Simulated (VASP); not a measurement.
# AlH6 (P6/mmm) in VASP: notebook, part 2 of 2

VASP 6.6.1.

### Step 3. Single point, PBE

This run uses another cell than the first one, of 5.83 Å³/atom.

File INCAR:

```
ALGO = Normal ; EDIFF = 1E-7
ENCUT = 520 ; GGA = PE
ISIF = 2 ; ISMEAR = 0
LASPH = True ; LCHARG = False
LREAL = False ; LWAVE = False
NBANDS = 14 ; NELM = 100
PREC = Accurate ; SIGMA = 0.1
```

File KPOINTS:

```
k-points
0
Gamma
  12 12 10
```

File POSCAR:

```
AlH6
1.0
    3.6151894588      0.0000000000      0.0000000000
   -1.8075947294      3.1308459108      0.0000000000
    0.0000000000      0.0000000000      3.6065529250
Al H
1 6
Direct
    0.0000000000      0.0000000000      0.0000000000
    0.3333333333      0.6666666667      0.5000000000
    0.6666666667      0.3333333333      0.5000000000
    0.5000000000      0.0000000000      0.0000000000
    0.0000000000      0.5000000000      0.0000000000
    0.5000000000      0.5000000000      0.0000000000
    0.0000000000      0.0000000000      0.5000000000
```

Potentials or basis: VASP PAW PBE potentials, release 64 (Al, H).

Run with:

```
$ cat potpaw_PBE.64/Al/POTCAR potpaw_PBE.64/H/POTCAR > POTCAR
$ mpirun -np 1 vasp_std > vasp.out
```

OUTCAR:

```text
EDIFF = 1E-7
   ENCUT = 520
   GGA = PE
   ISIF = 2
   ISMEAR = 0
   LASPH = True
   LREAL = False
   NELM = 100
   PREC = Accurate

 ion  position               nearest neighbor table
   1  0.000  0.000  0.000-   7 1.80   7 1.80   5 1.81   6 1.81   5 1.81   6 1.81   4 1.81   4 1.81

   2  0.333  0.667  0.500-
   3  0.667  0.333  0.500-
[... 622 lines left out ...]
  -------------------------------------------------------------------------------------
  Total       -0.0670848     -0.0670848     -0.0617218      0.0000000      0.0000000      0.0000000
  in kB       -2.6329917     -2.6329917     -2.4225009      0.0000000      0.0000000      0.0000000
  external PRESSURE =      -2.5628281 kB  Pullay stress =       0.0000000 kB

 VOLUME and BASIS-vectors are now :
 -----------------------------------------------------------------------------
  energy-cutoff  :      520.00
  volume of cell :       40.82
      direct lattice vectors                 reciprocal lattice vectors
     3.615189459  0.000000000  0.000000000     0.276610676  0.159701248  0.000000000
    -1.807594729  3.130845911  0.000000000     0.000000000  0.319402496  0.000000000
     0.000000000  0.000000000  3.606552925     0.000000000  0.000000000  0.277273070

 POSITION                                       TOTAL-FORCE (eV/Angst)
 -----------------------------------------------------------------------------------
      0.00000      0.00000      0.00000        -0.000000      0.000000     -0.000000
     -0.00000      2.08723      1.80328         0.000000      0.000000     -0.000000
      1.80759      1.04362      1.80328        -0.000000      0.000000      0.000000
      1.80759      0.00000      0.00000        -0.000000      0.000000     -0.000000
     -0.90380      1.56542      0.00000        -0.000000      0.000000     -0.000000
      0.90380      1.56542      0.00000        -0.000000      0.000000     -0.000000
      0.00000      0.00000      1.80328        -0.000000      0.000000     -0.000000
 -----------------------------------------------------------------------------------
    total drift:                               -0.000000      0.000000     -0.000000

  FREE ENERGIE OF THE ION-ELECTRON SYSTEM (eV)
  ---------------------------------------------------
  free  energy   TOTEN  =       -17.5068840455 eV

  energy  without entropy=      -17.5006832924  energy(sigma->0) =      -17.50378367
```

It took 28 s on 1 thread of Intel Xeon 6975P-C (Granite Rapids), shared host; peak memory 0.18 GiB.

What came out:

```yaml
Free_energy: -17.5069 eV
Pressure: -0.3 GPa
Band_gap_on_the_k_mesh: zero (an odd number of electrons rules out a gap without spin polarisation)
```

### Step 4. Relaxation of cell and atoms, PBE

This run uses another cell than the first one, of 5.95 Å³/atom.

File INCAR:

```
  PREC = Accurate
  ENCUT = 600
  EDIFF = 1E-7
  ISMEAR = 0
  SIGMA = 0.1
  LREAL = F
  LASPH = T
  NELM = 100
  ALGO = Normal
  ISIF = 3
  LWAVE = F
  LCHARG = F
  GGA = PE
  IBRION = 2
  NSW = 100
  EDIFFG = -0.01
```

File KPOINTS:

```
Automatic mesh
0
Gamma
  12 12 10
```

Changes to POSCAR since step 3:

```diff
@@ -2,5 +2,5 @@
 1.0
-    3.6151894588      0.0000000000      0.0000000000
-   -1.8075947294      3.1308459108      0.0000000000
-    0.0000000000      0.0000000000      3.6065529250
+    3.5610809361      0.0000000000      0.0000000000
+   -1.7805404680      3.0839865556      0.0000000000
+    0.0000000000      0.0000000000      3.7940088793
 Al H
```

Run with:

```
$ cat potpaw_PBE.64/Al/POTCAR potpaw_PBE.64/H/POTCAR > POTCAR
$ mpirun -np 1 vasp_std > vasp.out
```

It took 63 s on 1 thread of Intel Xeon 6975P-C (Granite Rapids), shared host; peak memory 0.18 GiB.

Results (log left out):

| Item | Value |
| --- | --- |
| Free energy | -17.5082 eV |
| Relaxed volume | 5.81 Å³/atom |
| Relaxed cell | a = 3.620 Å, b = 3.620 Å, c = 3.582 Å, α = 90.00°, β = 90.00°, γ = 120.00° |
| Space group after relaxing (to 0.1 Å) | P6/mmm (No. 191) |
| Energy gained by relaxing | 2.7 meV/atom |
| Ionic steps | 5 |
| Pressure after relaxing | 0.1 GPa |
| Band gap on the k mesh | zero (an odd number of electrons rules out a gap without spin polarisation) |

The path:
```csv
step,energy change (eV),largest force (eV/Å),pressure (GPa),volume (Å³)
1,0.0000,0.0000,-0.09,41.67
2,-0.0037,0.0000,-0.24,41.65
3,-0.0117,0.0000,-0.63,41.57
4,-0.0165,0.0000,-1.17,41.40
5,-0.0187,0.0000,0.10,40.65
```

Final structure:
```xyz
7
Lattice="3.6199 0.0000 0.0000 -1.8100 3.1350 0.0000 0.0000 0.0000 3.5817" Properties=species:S:1:pos:R:3 pbc="T T T"
Al    0.0000    0.0000    0.0000
H     0.0000    2.0900    1.7909
H     1.8100    1.0450    1.7909
H     1.8100    0.0000    0.0000
H    -0.9050    1.5675    0.0000
H     0.9050    1.5675    0.0000
H     0.0000    0.0000    1.7909
```

Levels at points of the mesh, in eV from the Fermi level:
| k point | band 2 | band 3 | band 4 | band 5 | band 6 | band 7 |
| --- | --- | --- | --- | --- | --- | --- |
| (0.00, 0.00, 0.00) | -3.15 | 0.63 | 0.63 | 0.81 | 1.98 | 2.66 |
| (0.50, 0.00, 0.00) | -7.90 | -2.17 | -1.15 | 0.42 | 1.29 | 5.23 |
| (0.00, 0.00, 0.50) | -7.82 | 1.03 | 1.03 | 1.19 | 2.67 | 5.90 |
| (0.50, 0.00, 0.50) | -5.61 | -5.08 | -3.68 | -0.51 | 0.44 | 3.06 |

### Step 5. Overview

```csv
task,cell,k mesh,cutoff (eV),gap on the mesh (eV),pressure (GPa),relaxed volume (Å³/atom)
relaxation of cell and atoms,"relaxed from a = 3.715, b = 3.715, c = 4.827 Å, angles 90.0, 90.0, 120.0°, 7 atoms",6 × 6 × 4,600,none,0.3,5.85
single point,"a = 3.615, b = 3.615, c = 3.607 Å, angles 90.0, 90.0, 120.0°, 7 atoms",12 × 12 × 10,520,none,-0.3,-
relaxation of cell and atoms,"relaxed from a = 3.561, b = 3.561, c = 3.794 Å, angles 90.0, 90.0, 120.0°, 7 atoms",12 × 12 × 10,600,none,0.1,5.81
```

Alike in all rows: level PBE; potentials or basis VASP PAW PBE potentials, release 64 (Al, H); no spin polarisation; smearing gaussian 0.1 eV.

Caveats: the volume moved by over 15 % at a fixed basis, so the end points are rough (at least some runs).

Absolute energies hang on the potentials; compare differences alone.
